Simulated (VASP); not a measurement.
**TaS2: single point with BLYP+D4**

TaS2:

```
Ta S
1.0
     3.41570    0.00000    0.00000
    -1.70785    2.95809    0.00000
     0.00000    0.00000    5.97493
Ta S
1 2
Direct
  0.00000 0.00000 0.00000
  0.66667 0.33333 0.75000
  0.33333 0.66667 0.25000
```

```yaml
Program: VASP 6.6.1
Task: single point
Functional: BLYP
Dispersion: D4
Potentials_or_basis: VASP PAW PBE potentials, release 64 (Ta_pv, S)
Cutoff: 500 eV
k_mesh: 9 × 9 × 5
Occupations: fermi-dirac, width 0.05 eV
Spin: no spin polarisation
Dipole_correction: no
Further_INCAR_settings: ALGO = Normal; EDIFF = 1e-06; NBANDS = 18
```

```
Pressure                   : 1.6 GPa
Largest force              : 0.569 eV/Å
Band gap on the k mesh     : zero (an odd number of electrons rules out a gap without spin polarisation)
Dispersion energy per atom : -0.598 eV
```

Forces on the atoms (eV/Å):
```
Ta   0.000  0.000  0.000
S    0.000  0.000 -0.569
S    0.000  0.000  0.569
```

Stress tensor (GPa, compression positive):
```
1.13 0.00 0.00
0.00 1.13 0.00
0.00 0.00 2.48
```

Levels at points of the mesh, in eV from the Fermi level:
| k point | band 8 | band 9 | band 10 | band 11 | band 12 | band 13 | band 14 | band 15 |
| --- | --- | --- | --- | --- | --- | --- | --- | --- |
| (0.00, 0.00, 0.00) | -4.07 | -1.36 | -0.88 | -0.88 | 0.03 | 0.03 | 0.30 | 3.80 |

It took 58 s on 1 thread of AMD EPYC 7R13 Processor (Zen 3), with other jobs on the host, peak memory 0.18 GiB.

Caveat: the PAW data sets were made with another functional, which shifts forces and pressure a little; spin-orbit coupling is left out, which moves the levels of the heavy elements.
